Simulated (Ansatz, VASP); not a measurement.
**BaZrO3: VASP beside Ansatz**

```
Ba Zr O
1.0
     4.04669    0.00000    0.00000
     0.00000    4.04669    0.00000
     0.00000    0.00000    4.04669
Ba Zr O
1 1 3
Direct
  0.00000 0.00000 0.00000
  0.50000 0.50000 0.50000
  0.00000 0.50000 0.50000
  0.50000 0.00000 0.50000
  0.50000 0.50000 0.00000
```

Alike in both runs: task single point; functional PBEsol; k mesh 4 × 4 × 4; no spin polarisation.

```csv
,VASP,Ansatz
version,VASP 6.6.1,Ansatz 0.2.0
potentials or method,"VASP PAW PBE potentials, release 64 (Ba_sv, Zr_sv, O_h), cutoff 1340 eV","plane waves, PAW"
occupations,"gaussian, width 0.01 eV",fixed
valence electrons in the cell,40,40
```

Ansatz gave:

```
pressure (GPa) : 19.8
```

Question: Which values does VASP return?

Answer: Pressure (GPa): 21.4.

VASP's potentials were made for PBE, not for PBEsol.

Neither program's run includes spin-orbit coupling.
